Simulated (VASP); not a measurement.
Write the native input for VASP 6.6.1 that does the following.

```
Task                               : single point
Functional                         : HSE06
Potentials or basis                : VASP PAW PBE potentials, release 64 (Be, S)
Cutoff                             : 520 eV
k mesh                             : 6 × 6 × 6
Occupations                        : gaussian, width 0.01 eV
Spin                               : no spin polarisation
Dipole correction                  : no
Grid for exact exchange (PRECFOCK) : Normal
Further INCAR settings             : ALGO = Normal; EDIFF = 1e-06; NBANDS = 11
Screening parameter                : 0.2079 1/Å
```

Crystal: BeS.

```
Be S
1.0
     0.00000    2.43431    2.43431
     2.43431    0.00000    2.43431
     2.43431    2.43431    0.00000
Be S
1 1
Direct
  0.00000 0.00000 0.00000
  0.25000 0.25000 0.25000
```

The input as run:

POSCAR

```
BeS
1.0
    0.0000000000      2.4343062304      2.4343062304
    2.4343062304      0.0000000000      2.4343062304
    2.4343062304      2.4343062304      0.0000000000
Be S
1 1
Direct
    0.0000000000      0.0000000000      0.0000000000
    0.2500000000      0.2500000000      0.2500000000
```

INCAR.step1

```
PREC = Accurate
ENCUT = 520
EDIFF = 1E-5
ISMEAR = 0
SIGMA = 0.01
LREAL = False
LASPH = True
NELM = 100
ALGO = Normal
ISIF = 2
LWAVE = True
LCHARG = False
GGA = PE
NBANDS = 11
```

INCAR.step2

```
PREC = Accurate
ENCUT = 520
EDIFF = 1E-6
ISMEAR = 0
SIGMA = 0.01
LREAL = False
LASPH = True
NELM = 100
ALGO = Normal
ISIF = 2
LWAVE = False
LCHARG = False
GGA = PE
LHFCALC = True
HFSCREEN = 0.2079
PRECFOCK = Normal
ISTART = 1
NBANDS = 11
```

KPOINTS

```
Automatic mesh
0
Gamma
  6 6 6
```

Potentials or basis: VASP PAW PBE potentials, release 64 (Be, S).

Run with:

```console
$ cat potpaw_PBE.64/Be/POTCAR potpaw_PBE.64/S/POTCAR > POTCAR
$ cp INCAR.step1 INCAR
$ mpirun -np 1 vasp_std > vasp.out
$ cp INCAR.step2 INCAR
$ mpirun -np 1 vasp_std > vasp.out
```

Results of the run:

```yaml
Pressure: -1.1 GPa
Band_gap_on_the_k_mesh: 4.08 eV, indirect (least direct gap 6.87 eV)
```

Caveat: the PAW data sets were made with another functional, which shifts forces and pressure a little.

Run time: 5.5 min on 1 thread of Intel Xeon 6975P-C, on a shared host, peak memory 0.26 GiB.
